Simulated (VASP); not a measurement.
Input of a VASP 6.6.1 run:

Contents of INCAR:

```
SYSTEM = Li2Sn
PREC = Accurate
ENCUT = 520
EDIFF = 1E-6
ISMEAR = 0
SIGMA = 0.1
LREAL = .False.
LASPH = .True.
NELM = 100
ALGO = Normal
ISIF = 2
LWAVE = .False.
LCHARG = .False.
GGA = PE
NBANDS = 17
```

KPOINTS

```
regular mesh
0
Gamma
  12 12 12
  0 0 0
```

Contents of POSCAR:

```
Li2Sn
1.0
    0.0000000000      3.2801697093      3.2801697093
    3.2801697093      0.0000000000      3.2801697093
    3.2801697093      3.2801697093      0.0000000000
Li Sn
2 1
Direct
    0.2500000000      0.2500000000      0.2500000000
    0.7500000000      0.7500000000      0.7500000000
    0.0000000000      0.0000000000      0.0000000000
```

Potentials or basis: VASP PAW PBE potentials, release 64 (Li_sv, Sn_d).

The run is started by

```sh
$ cat potpaw_PBE.64/Li_sv/POTCAR potpaw_PBE.64/Sn_d/POTCAR > POTCAR
$ mpirun -np 1 vasp_std > vasp.out
```

**Question.** What does it give for the band gap on the k mesh?

**Answer.** Zero (bands 10 and 11 overlap by 2.87 eV).

Caveat: spin-orbit coupling is left out, which moves the levels of the heavy elements.
